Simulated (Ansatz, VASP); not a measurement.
# PbS: VASP beside Ansatz

```
Pb S
1.0
     3.81957    0.00000    0.00000
     0.00000    2.04378    3.46725
     0.00000   -2.04378    3.46725
Pb S
1 1
Direct
  0.00000 0.36256 0.36256
  0.50000 0.02845 0.02845
```

Alike in both runs: functional PBE; k mesh 4 × 6 × 6; occupations gaussian, width 0.1 eV; no spin polarisation.

Ansatz relaxed the structure, and its values are those at the end. VASP's run is a single point on that final structure, the one shown.

|  | VASP | Ansatz |
| --- | --- | --- |
| version | VASP 6.6.1 | Ansatz 0.2.0 |
| potentials or method | VASP PAW PBE potentials, release 64 (Pb_d, S), cutoff 520 eV | scalar-relativistic, plane waves, PAW |
| valence electrons in the cell | 20 | 20 |

|  | VASP | Ansatz | Ansatz less VASP |
| --- | --- | --- | --- |
| gap on the k mesh at the Fermi level (eV) | none | none | - |
| pressure (GPa) | 0.0 | 0.0 | +0.07 |
| rms of the force components (eV/Å) | 0.005 | 0.005 | 0.0000 |

A gap of «none» marks a metal or a gap that the smearing closes. With one functional, cell and mesh, what is left measures potentials, basis and numerics.

The k mesh is coarse, so the values compare programs but aren't converged. Neither program's run includes spin-orbit coupling.
